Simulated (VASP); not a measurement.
A run of VASP 6.6.1 is set up as follows.

The input INCAR:

```
SYSTEM = Si
PREC = Accurate
ENCUT = 500
EDIFF = 1E-6
ISMEAR = 0
SIGMA = 0.01
LREAL = .False.
LASPH = .True.
NELM = 120
ALGO = Normal
ISIF = 2
LWAVE = .False.
LCHARG = .False.
GGA = PS
NBANDS = 11
GGA_COMPAT = .False.
```

The input KPOINTS:

```
regular mesh
0
Gamma
  4 4 4
  0 0 0
```

POSCAR

```
Si
1.0
    0.0000000000      2.7055485941      2.7575828868
    2.7055485941      0.0000000000      2.7575828868
    2.7055485941      2.7055485941      0.0000000000
Si
2
Direct
    0.0000000000      0.0000000000      0.0000000000
    0.2500000000      0.2500000000      0.2500000000
```

Potentials or basis: VASP PAW PBE potentials, release 64 (Si).

Run with:

```console
$ cat potpaw_PBE.64/Si/POTCAR > POTCAR
$ mpirun -np 1 vasp_std > vasp.out
```

Question: What does it give for the band gap on the k mesh?

Answer: 0.49 eV, indirect (least direct gap 2.43 eV).

Question: Predict the pressure.

Answer: 0.1 GPa.

Stress tensor (GPa, compression positive):
```
 0.73  0.00  0.00
 0.00  0.73  0.00
 0.00  0.00 -1.12
```

Caveat: the k points lie up to 0.50 Å⁻¹ apart; the PAW data sets were made with another functional, which shifts forces and pressure a little. A k mesh can miss the band edges.
